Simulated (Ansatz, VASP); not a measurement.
Two plane-wave programs on Ni

```
Ni
1.0
     3.82447    0.00000    0.00000
    -1.91223    3.31208    0.00000
     0.00000    0.00000    2.31763
Ni
3
Cartesian
  0.0000 0.0000 0.0000
  0.0000 2.2081 1.1588
  1.9122 1.1040 1.1588
```

Alike in both runs: task single point; functional PBE; k mesh 10 × 10 × 15; occupations fermi-dirac, width 0.05 eV; collinear spin.

|  | VASP | Ansatz |
| --- | --- | --- |
| version | VASP 6.6.1 | Ansatz 0.2.0 |
| potentials or method | VASP PAW PBE potentials, release 64 (Ni), cutoff 600 eV | plane waves (420 eV) with PAW, scalar-relativistic |
| valence electrons in the cell | 30 | 54 |

Ansatz gave:

- net moment per atom (μB): 0.59
- size of the moment on the site where the two differ most (μB): 0.63

Task: Estimate VASP's values.

Result: net moment per atom (μB): 0.57; size of the moment on the site where the two differ most (μB): 0.58.

Site moments also hang on the region over which each program counts them. VASP's potentials hold 30 valence electrons a cell and Ansatz's 54, so a difference there can come from the potentials and not from the codes.
